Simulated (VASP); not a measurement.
Input of a VASP 6.6.1 run:

Contents of POSCAR:

```
ZnS
1.0
    3.7682673919      0.0000000000      0.0000000000
   -1.8841336960      3.2634152896      0.0000000000
    0.0000000000      0.0000000000      6.1826427163
Zn S
2 2
Direct
    0.3333333333      0.6666666667      0.0053880709
    0.6666666667      0.3333333333      0.5053880709
    0.3333333333      0.6666666667      0.3796119291
    0.6666666667      0.3333333333      0.8796119291
```

Contents of INCAR.step1:

```
SYSTEM = ZnS
PREC = Accurate
ENCUT = 520
ISMEAR = 0
SIGMA = 0.02
LREAL = .FALSE.
LASPH = .TRUE.
NELM = 60
NBANDS = 26
GGA = PE
ALGO = Normal
EDIFF = 1E-4
LWAVE = .TRUE.
LCHARG = .FALSE.
```

Contents of INCAR.step2:

```
SYSTEM = ZnS
PREC = Accurate
ENCUT = 520
EDIFF = 1E-6
ISMEAR = 0
SIGMA = 0.02
LREAL = .FALSE.
LASPH = .TRUE.
NELM = 60
ALGO = Normal
ISIF = 2
LWAVE = .FALSE.
LCHARG = .FALSE.
METAGGA = R2SCAN
LMIXTAU = .TRUE.
NBANDS = 26
ISTART = 1
```

Contents of KPOINTS:

```
regular mesh
0
G
  6 6 4
  0 0 0
```

Potentials or basis: VASP PAW PBE potentials, release 64 (Zn, S).

Launch:

```console
$ cat potpaw_PBE.64/Zn/POTCAR potpaw_PBE.64/S/POTCAR > POTCAR
$ cp INCAR.step1 INCAR
$ mpirun -np 1 vasp_std > vasp.out
$ cp INCAR.step2 INCAR
$ mpirun -np 1 vasp_std > vasp.out
```

(1) Estimate the pressure.

(2) Predict the band gap on the k mesh.

## Answers

(1) 2.6 GPa.

(2) 2.93 eV.

Caveat: the PAW data sets were made with another functional, which shifts forces and pressure a little.
